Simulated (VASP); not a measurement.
A run of VASP 6.6.1 is set up as follows.

INCAR

```
PREC = Accurate
ENCUT = 520
EDIFF = 1E-7
ISMEAR = -1
SIGMA = 0.03
LREAL = False
LASPH = True
NELM = 100
ALGO = Normal
ISIF = 2
LWAVE = False
LCHARG = False
GGA = PS
NBANDS = 8
```

The input KPOINTS:

```
Automatic mesh
0
Gamma
  14 14 14
```

The input POSCAR:

```
Sb
1.0
   -0.0461000000      2.2819500000      2.2819500000
    2.2819500000     -0.0461000000      2.2819500000
    2.2819500000      2.2819500000     -0.0461000000
Sb
1
Direct
    0.0000000000      0.0000000000      0.0000000000
```

Potentials or basis: VASP PAW PBE potentials, release 64 (Sb).

Run with:

```bash
$ cat potpaw_PBE.64/Sb/POTCAR > POTCAR
$ mpirun -np 1 vasp_std > vasp.out
```

Problem. Estimate the pressure.

Solution. 5.2 GPa.

Stress tensor (GPa, compression positive):
```
 5.22 -0.25 -0.25
-0.25  5.22 -0.25
-0.25 -0.25  5.22
```

Caveat: the cell differs from its parent crystal (equal xy, yz and zx shear strains of -2 %); the PAW data sets were made with another functional, which shifts forces and pressure a little.
